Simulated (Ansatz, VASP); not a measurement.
**MgO: VASP beside Ansatz**

```
CELL_PARAMETERS angstrom
0.00000 2.10150 2.10150
2.10150 0.00000 2.10150
2.10150 2.10150 0.00000
ATOMIC_POSITIONS crystal
Mg 0.00000 0.00000 0.00000
O 0.50000 0.50000 0.50000
```

Alike in both runs: task single point; functional PBE; k mesh 8 × 8 × 8; occupations fermi-dirac, width 0.05 eV; no spin polarisation.

|  | VASP | Ansatz |
| --- | --- | --- |
| version | VASP 6.6.1 | Ansatz 0.2.0 |
| potentials or method | VASP PAW PBE potentials, release 64 (Mg, O), cutoff 600 eV | PAW, plane waves, scalar-relativistic |
| valence electrons in the cell | 8 | 16 |

Ansatz gave:

```
gap on the k mesh at the Fermi level (eV) : 4.81
pressure (GPa)                            : 5.8
```

**Question.** Estimate VASP's values.

**Answer.** gap on the k mesh at the Fermi level (eV): 4.79; pressure (GPa): 4.8.

VASP's potentials hold 8 valence electrons a cell and Ansatz's 16, so a difference there can come from the potentials and not from the codes.
